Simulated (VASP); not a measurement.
# BeTe in VASP: a series of runs

Runs on BeTe. Level: LDA. Tasks: single point.

All numbers are computed with VASP 6.6.1; they aren't measurements. Logs are shortened: lines on timing, memory, paths and dates and some standing lists are left out, and cuts for length are marked.

## Step 1: The cell of the first run

Symmetry: I-4m2, No. 119, tetragonal system. The conventional cell has a = 3.947 Å, b = 3.947 Å, c = 5.531 Å, α = 90.00°, β = 90.00°, γ = 90.00°. Be (site symmetry -4m2) has 4 Te at 2.41 Å within 3.2 Å. Te (site symmetry -4m2) has 4 Be at 2.41 Å within 3.2 Å.

## Step 2: Single point, LDA (in-plane strain +0.005, then relaxed in part)

File INCAR:

```
ALGO = Normal
EDIFF = 1E-6
ENCUT = 520
GGA = CA
ISIF = 2
ISMEAR = 0
LASPH = T
LCHARG = F
LREAL = F
LWAVE = F
NBANDS = 11
NELM = 80
PREC = Accurate
SIGMA = 0.01
```

File KPOINTS:

```
k-points
0
Gamma
  8 8 8
```

File POSCAR:

```
BeTe
1.0
    2.7911110889      2.7911110889      0.0000000000
   -2.7911110889      2.7911110889      0.0000000000
    0.0000000000      2.7911110889      2.7653733617
Be Te
1 1
Direct
    0.0000000000      0.0000000000      0.0000000000
    0.7500000000      0.2500000000      0.5000000000
```

Potentials or basis: VASP PAW LDA potentials, release 64 (Be, Te).

The run is started by

```console
> cat potpaw_LDA.64/Be/POTCAR potpaw_LDA.64/Te/POTCAR > POTCAR
> mpirun -np 1 vasp_std > vasp.out
```

OUTCAR:

```text
EDIFF = 1E-6
   ENCUT = 520
   GGA = CA
   ISIF = 2
   ISMEAR = 0
   LASPH = T
   LREAL = F
   NELM = 80
   PREC = Accurate

 ion  position               nearest neighbor table
   1  0.000  0.000  0.000-   2 2.41   2 2.41   2 2.41   2 2.41
   2  0.750  0.250  0.500-   1 2.41   1 2.41   1 2.41   1 2.41

  LATTYP: Found a body centered tetragonal cell.
 ALAT       =     3.9472271560
 C/A-ratio  =     1.4011726472

  Lattice vectors:

 A1 = (   2.7911110889,   0.0000000000,  -2.7653733617)
 A2 = (  -2.7911110889,   0.0000000000,  -2.7653733617)
 A3 = (   0.0000000000,   2.7911110889,   2.7653733617)

Analysis of symmetry for initial positions (statically):
=====================================================================
 Subroutine PRICEL returns:
 Original cell was already a primitive cell.

 Routine SETGRP: Setting up the symmetry group for a
 body centered tetragonal supercell.

 Subroutine GETGRP returns: Found  8 space group operations
 (whereof  8 operations were pure point group operations)
 out of a pool of 16 trial point group operations.

The static configuration has the point symmetry D_2d.

Analysis of symmetry for dynamics (positions and initial velocities):
=====================================================================
 Subroutine PRICEL returns:
 Original cell was already a primitive cell.

 Routine SETGRP: Setting up the symmetry group for a
 body centered tetragonal supercell.

 Subroutine GETGRP returns: Found  8 space group operations
 (whereof  8 operations were pure point group operations)
 out of a pool of 16 trial point group operations.

The dynamic configuration has the point symmetry D_2d.

 Subroutine INISYM returns: Found  8 space group operations
 (whereof  8 operations are pure point group operations),
 and found     1 'primitive' translations

----------------------------------------------------------------------------------------

                                     Primitive cell

  volume of cell :      43.0862

  direct lattice vectors                    reciprocal lattice vectors
     2.791111089  2.791111089  0.000000000     0.179140129  0.179140129 -0.180807412
    -2.791111089  2.791111089  0.000000000    -0.179140129  0.179140129 -0.180807412
     0.000000000  2.791111089  2.765373362     0.000000000  0.000000000  0.361614823

  length of vectors
     3.947227156  3.947227156  3.929069984     0.311245388  0.311245388  0.361614823

  position of ions in fractional coordinates (direct lattice)
     0.000000000  0.000000000  0.000000000
     0.750000000  0.250000000  0.500000000

  ion indices of the primitive-cell ions
   primitive index   ion index
                 1           1
                 2           2

----------------------------------------------------------------------------------------

 KPOINTS: k-points

Automatic generation of k-mesh.
 Grid dimensions read from file:
 generate k-points for:    8    8    8

 Generating k-lattice:

  Cartesian coordinates                     Fractional coordinates (reciprocal lattice)
     0.022392516  0.022392516 -0.022600926     0.125000000  0.000000000  0.000000000
    -0.022392516  0.022392516 -0.022600926     0.000000000  0.125000000  0.000000000
     0.000000000  0.000000000  0.045201853     0.000000000  0.000000000  0.125000000

  Length of vectors
     0.038905674  0.038905674  0.045201853

  Shift w.r.t. Gamma in fractional coordinates (k-lattice)
     0.000000000  0.000000000  0.000000000

 Subroutine IBZKPT returns following result:
 ===========================================

 Found     59 irreducible k-points:

 Following reciprocal coordinates:
            Coordinates               Weight
  0.000000  0.000000  0.000000      1.000000
  0.125000  0.000000 -0.000000      8.000000
  0.250000  0.000000 -0.000000      8.000000
  0.375000  0.000000 -0.000000      8.000000
  0.500000  0.000000 -0.000000      4.000000
  0.125000  0.125000 -0.000000      8.000000
[... 16 lines left out ...]
  0.250000  0.000000  0.125000      4.000000
  0.375000  0.000000  0.125000      8.000000
 [... further k-points ...]
   k-points           NKPTS =     59   k-points in BZ     NKDIM =     59   number of bands    NBANDS=     11
   number of dos      NEDOS =    301   number of ions     NIONS =      2
   total plane-waves  NPLWV =  27000
   dimension x,y,z NGX =    30 NGY =   30 NGZ =   30
   dimension x,y,z NGXF=    60 NGYF=   60 NGZF=   60
   ions per type =               1   1
   NGX,Y,Z   is equivalent  to a cutoff of  12.64, 12.64, 12.69 a.u.
   NGXF,Y,Z  is equivalent  to a cutoff of  25.27, 25.27, 25.39 a.u.
 SYSTEM =  unknown system
   PREC   = accura    normal or accurate (medium, high low for compatibility)
   ISTART =      0    job   : 0-new  1-cont  2-samecut
   ICHARG =      2    charge: 1-file 2-atom 10-const
   ISPIN  =      1    spin polarized calculation?
   LNONCOLLINEAR =      F non collinear calculations
   LSORBIT =      F    spin-orbit coupling
   LASPH  =      T    aspherical Exc in radial PAW
   ENCUT  =  520.0 eV  38.22 Ry    6.18 a.u.   7.34  7.34  7.31*2*pi/ulx,y,z
   NELM   =     80;   NELMIN=  2; NELMDL= -5     # of ELM steps
   EDIFF  = 0.1E-05   stopping-criterion for ELM
   LREAL  =      F    real-space projection
   EDIFFG = 0.1E-04   stopping-criterion for IOM
   NSW    =      0    number of steps for IOM
   IBRION =     -1    ionic relax: 0-MD 1-quasi-New 2-CG
   NFREE  =      0    steps in history (QN), initial steepest desc. (CG)
   ISIF   =      2    stress and relaxation
   ISYM   =      2    0-nonsym 1-usesym 2-fastsym
   POTIM  = 0.5000    time-step for ionic-motion
   TEBEG  =    0.0;   TEEND  =   0.0 temperature during run
   PSTRESS=    0.0 pullay stress
   NELECT =       8.0000    total number of electrons
   NUPDOWN=      -1.0000    fix difference up-down
   EMIN   =  10.00;   EMAX   =-10.00  energy-range for DOS
   EFERMI =   0.00;   METHOD = LEGACY
   ISMEAR =     0;   SIGMA  =   0.01  broadening in eV -4-tet -1-fermi 0-gaus
   EFERMI_NEDOS =   21; number of points for ismear=-14 and -15
   IALGO  =     38    algorithm
   IMIX   =      4    mixing-type and parameters
     AMIX     =   0.40;   BMIX     =  1.00
     AMIX_MAG =   1.60;   BMIX_MAG =  1.00
  volume/ion in A,a.u.               =      21.54       145.38
  Fermi-wavevector in a.u.,A,eV,Ry     =   0.933954  1.764917 11.867955  0.872270
  Thomas-Fermi vector in A             =   2.060709
   LORBIT       =      0    0 simple, 1 ext, 2 COOP (PROOUT), +10 PAW based schemes
   GGA     = CA    functional components
   LHFCALC =     F    Hartree Fock is set to
   AEXX    =    0.0000 exact exchange contribution
   IVDW    =     0    specifies the selected vdW correction
   LEPSILON=     F    determine dielectric tensor
   LRPA    =     F    only Hartree local field effects (RPA)
 non-spin polarized calculation
 Gauss-broadening in eV      SIGMA  =   0.01
  energy-cutoff  :      520.00
  volume of cell :       43.09
 maximum number of plane-waves:      1179
 NGX is ok and might be reduce to    30
   NGX = 15   NGY = 15   NGZ = 15

 number of electron       7.9999999 magnetization

 Free energy of the ion-electron system (eV)
  ---------------------------------------------------
  ext. energy  EPLUGINS =         0.00000000
  ---------------------------------------------------
  free energy    TOTEN  =        -8.72616522 eV

  energy without entropy =       -8.72616522  energy(sigma->0) =       -8.72616522

 E-fermi :   5.4768     XC(G=0):  -9.4094

 val. band max:        5.3863531074   @ k =   0.0000   0.0000   0.0000
 cond. band min:       7.0933335945   @ k =   0.0000   0.0000   0.5000
 fundamental gap:      1.7069804871
 Fermi energy:         5.4767615300

 k-point     1 :       0.0000    0.0000    0.0000
  band No.  band energies     occupation
      1      -7.2060      2.00000
      2       5.3356      2.00000
      3       5.3356      2.00000
      4       5.3864      2.00000
      5       8.8946      0.00000
      6       8.9140      0.00000
      7       8.9140      0.00000
      8       9.3407      0.00000
      9      13.5856      0.00000
     10      15.5721      0.00000
     11      15.7540      0.00000

 k-point     2 :       0.1250    0.0000   -0.0000
  band No.  band energies     occupation
      1      -7.0514      2.00000
      2       3.9872      2.00000
      3       5.0799      2.00000
      4       5.1234      2.00000
      5       8.8979      0.00000
      6       9.2628      0.00000
      7       9.2719      0.00000
      8      10.6093      0.00000
      9      13.9877      0.00000
     10      14.5937      0.00000
     11      14.7163      0.00000

 k-point     3 :       0.2500    0.0000   -0.0000
  band No.  band energies     occupation
      1      -6.6234      2.00000
      2       1.9070      2.00000
      3       4.6090      2.00000
      4       4.6700      2.00000
      5       8.7079      0.00000
      6       9.7997      0.00000
      7       9.8186      0.00000
      8      12.4669      0.00000
      9      14.2912      0.00000
     10      14.3502      0.00000
     11      14.4237      0.00000

 k-point     4 :       0.3750    0.0000   -0.0000
  band No.  band energies     occupation
      1      -6.0735      2.00000
      2       0.2560      2.00000
      3       4.2496      2.00000
      4       4.3250      2.00000
      5       8.5541      0.00000
      6       9.9033      0.00000
      7       9.9585      0.00000
      8      13.0602      0.00000
      9      15.1653      0.00000
     10      15.4464      0.00000
     11      15.4670      0.00000
[... 239 lines left out ...]
 k-point    22 :       0.0000    0.0000    0.1250
  band No.  band energies     occupation
      1      -6.9970      2.00000
      2       4.2645      2.00000
      3       4.6258      2.00000
      4       4.6258      2.00000
      5       8.4829      0.00000
      6       9.9164      0.00000
      7       9.9164      0.00000
      8      10.3596      0.00000
      9      13.4742      0.00000
     10      14.5139      0.00000
     11      15.8194      0.00000

 k-point    23 :       0.2500    0.0000    0.1250
  band No.  band energies     occupation
      1      -6.8068      2.00000
      2       2.9962      2.00000
      3       4.0233      2.00000
      4       5.0374      2.00000
      5       9.2868      0.00000
      6       9.3839      0.00000
      7       9.8514      0.00000
      8      11.4453      0.00000
      9      13.5864      0.00000
     10      14.3840      0.00000
     11      15.2089      0.00000

 k-point    24 :       0.3750    0.0000    0.1250
  band No.  band energies     occupation
      1      -6.3277      2.00000
      2       1.3458      2.00000
      3       3.3939      2.00000
      4       4.5651      2.00000
      5       9.2269      0.00000
      6       9.9392      0.00000
      7      10.3050      0.00000
      8      12.1965      0.00000
      9      13.6336      0.00000
     10      15.1312      0.00000
     11      16.3747      0.00000

 [... further k-points ...]
[... 5 lines left out ...]
  --------------------------------------------------------------------------------------
  -------------------------------------------------------------------------------------
  Total       -0.0731808     -0.0731808      0.0799025      0.0000000      0.0000000      0.0000000
  in kB       -2.7212587     -2.7212587      2.9712062      0.0000000      0.0000000      0.0000000
  external PRESSURE =      -0.8237704 kB  Pullay stress =       0.0000000 kB

 VOLUME and BASIS-vectors are now :
 -----------------------------------------------------------------------------
  energy-cutoff  :      520.00
  volume of cell :       43.09
      direct lattice vectors                 reciprocal lattice vectors
     2.791111089  2.791111089  0.000000000     0.179140129  0.179140129 -0.180807412
    -2.791111089  2.791111089  0.000000000    -0.179140129  0.179140129 -0.180807412
     0.000000000  2.791111089  2.765373362     0.000000000  0.000000000  0.361614823

 POSITION                                       TOTAL-FORCE (eV/Angst)
 -----------------------------------------------------------------------------------
      0.00000      0.00000      0.00000         0.000000      0.000000      0.000000
      1.39556      4.18667      1.38269        -0.000000     -0.000000      0.000000
 -----------------------------------------------------------------------------------
    total drift:                               -0.000000      0.000000      0.000000

  FREE ENERGIE OF THE ION-ELECTRON SYSTEM (eV)
  ---------------------------------------------------
  free  energy   TOTEN  =        -8.7261652152 eV

  energy  without entropy=       -8.7261652152  energy(sigma->0) =       -8.72616522
```

Wall time 64 s (1 thread of AMD EPYC 7R13, shared host); peak memory 0.14 GiB.

What came out:

| Item | Value |
| --- | --- |
| Free energy | -8.7262 eV |
| Pressure | -0.1 GPa |
| Band gap on the k mesh | 1.71 eV, indirect (least direct gap 3.51 eV) |

Caveat: the cell differs from its parent crystal (in-plane strain +0.005, then relaxed in part); spin-orbit coupling is left out, which moves the levels of the heavy elements. A k mesh can miss the band edges.

## Step 3: Single point, LDA (in-plane strain +0.005)

File INCAR:

```
ALGO = Normal
EDIFF = 1E-6
ENCUT = 520
ISIF = 2
ISMEAR = 0
LASPH = True
LCHARG = False
LREAL = False
LWAVE = False
NBANDS = 11
NELM = 60
PREC = Accurate
SIGMA = 0.01
```

KPOINTS is that of step 2.

Edit POSCAR of step 2 so:

```diff
@@ -4,3 +4,3 @@
    -2.7911110889      2.7911110889      0.0000000000
-    0.0000000000      2.7911110889      2.7653733617
+    0.0000000000      2.7911110889      2.7688932892
 Be Te
```

Potentials or basis: VASP PAW LDA potentials, release 64 (Be, Te).

The run is started by

```console
> cat potpaw_LDA.64/Be/POTCAR potpaw_LDA.64/Te/POTCAR > POTCAR
> mpirun -np 1 vasp_std > vasp.out
```

It took 61 s on 1 thread of AMD EPYC 7R13, shared host; peak memory 0.14 GiB.

Results (log left out):

* Free energy: -8.7262 eV
* Pressure: -0.2 GPa
* Band gap on the k mesh: 1.72 eV, indirect (least direct gap 3.52 eV)

Stress tensor (GPa, compression positive):
```
-0.33  0.00  0.00
 0.00 -0.33  0.00
 0.00  0.00  0.16
```

Levels at points of the mesh, in eV from the valence-band top:
| k point | band 1 | band 2 | band 3 | band 4 | band 5 | band 6 | band 7 | band 8 |
| --- | --- | --- | --- | --- | --- | --- | --- | --- |
| (0.00, 0.00, 0.00) | -12.58 | -0.04 | -0.04 | 0.00 | 3.52 | 3.53 | 3.53 | 3.95 |
| (0.50, 0.00, 0.00) | -11.16 | -5.79 | -1.25 | -1.18 | 3.11 | 4.48 | 4.54 | 7.61 |
| (0.50, 0.50, 0.00) | -10.65 | -5.31 | -2.79 | -2.78 | 1.78 | 2.60 | 9.76 | 9.80 |
| (0.00, 0.00, 0.50) | -10.62 | -5.26 | -2.84 | -2.84 | 1.72 | 2.53 | 9.79 | 9.79 |

Caveat: the cell differs from its parent crystal (in-plane strain +0.005); spin-orbit coupling is left out, which moves the levels of the heavy elements.

## Step 4: Single point, LDA (in-plane strain +0.01, then relaxed in part)

File INCAR:

```
PREC = Accurate
ENCUT = 520
EDIFF = 1E-6
ISMEAR = 0
SIGMA = 0.01
LREAL = False
LASPH = True
NELM = 60
ALGO = Normal
ISIF = 2
LWAVE = False
LCHARG = True
LELF = True
LVHAR = True
NBANDS = 11
```

File KPOINTS:

```
Automatic mesh
0
Gamma
  8 8 8
```

File POSCAR:

```
BeTe
1.0
    2.8049972137      2.8049972137      0.0000000000
   -2.8049972137      2.8049972137      0.0000000000
    0.0000000000      2.8049972137      2.7532839829
Be Te
1 1
Direct
    0.0000000000      0.0000000000      0.0000000000
    0.7500000000      0.2500000000      0.5000000000
```

The run is started by

```console
> cat potpaw_LDA.64/Be/POTCAR potpaw_LDA.64/Te/POTCAR > POTCAR
> mpirun -np 1 vasp_std > vasp.out
```

Wall time 62 s (1 thread of AMD EPYC 7R13, shared host); peak memory 0.14 GiB.

It converged, with:

- Free energy: -8.7244 eV
- Pressure: -0.4 GPa
- Band gap on the k mesh: 1.65 eV, indirect (least direct gap 3.47 eV)

Stress tensor (GPa, compression positive):
```
-0.81  0.00  0.00
 0.00 -0.81  0.00
 0.00  0.00  0.31
```

Levels at points of the mesh, in eV from the valence-band top:
```tsv
k point	band 2	band 3	band 4	band 5	band 6	band 7
(0.00, 0.00, 0.00)	-0.10	-0.10	0.00	3.47	3.51	3.51
(0.50, 0.00, 0.00)	-5.79	-1.33	-1.17	3.05	4.41	4.55
(0.50, 0.50, 0.00)	-5.34	-2.80	-2.76	1.78	2.60	9.65
(0.00, 0.00, 0.50)	-5.24	-2.91	-2.91	1.65	2.44	9.73
```

Caveat: the cell differs from its parent crystal (in-plane strain +0.01, then relaxed in part); spin-orbit coupling is left out, which moves the levels of the heavy elements. A k mesh can miss the band edges.

(Part 1 of 2 ends here.)
